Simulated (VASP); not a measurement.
SrVO3, 5 atoms in the cell. The structure is cubic, space group Pm-3m (No. 221). The conventional cell has a = 3.858 Å, b = 3.858 Å, c = 3.858 Å, α = 90.00°, β = 90.00°, γ = 90.00°. Within 3.6 Å of Sr (site symmetry m-3m) lie 12 O at 2.73 Å and 8 V at 3.34 Å. Within 2.6 Å of V (site symmetry m-3m) lie 6 O at 1.93 Å. Within 2.6 Å of O (site symmetry 4/mmm) lie 2 V at 1.93 Å. 

* Program: VASP 6.6.1
* Task: density of states
* Functional: PBE
* Potentials or basis: VASP PAW PBE potentials, release 64 (Sr_sv, V_sv, O)
* Cutoff: 520 eV
* k mesh: 8 × 8 × 8
* Occupations: gaussian, width 0.05 eV
* Spin: collinear spin, ferromagnetic start
* Starting moments: [0.0, 0.13, 0.0, 0.0, 0.0] μB
* Dipole correction: no
* k mesh for the DOS: 12 × 12 × 12
* Occupations for the DOS: tetrahedron
* Further INCAR settings: ALGO = Normal; EDIFF = 1e-06

Potentials or basis: VASP PAW PBE potentials, release 64 (Sr_sv, V_sv, O).

Launch:

```console
$ cat potpaw_PBE.64/Sr_sv/POTCAR potpaw_PBE.64/V_sv/POTCAR potpaw_PBE.64/O/POTCAR > POTCAR
$ cp INCAR.step1 INCAR
$ cp KPOINTS.step1 KPOINTS
$ mpirun -np 1 vasp_std > vasp.out
$ cp INCAR.step2 INCAR
$ cp KPOINTS.step2 KPOINTS
$ mpirun -np 1 vasp_std > vasp.out
```

Hardware: 1 thread of Intel(R) Xeon(R) Platinum 8259CL CPU @ 2.50GHz (Skylake/Cascade Lake), on a shared host.

**Question.** Estimate the wall time of this run.

**Answer.** Run time: 4.3 min on 1 thread of Intel(R) Xeon(R) Platinum 8259CL CPU @ 2.50GHz (Skylake/Cascade Lake), on a shared host, peak memory 0.32 GiB. Counts: k points 84.
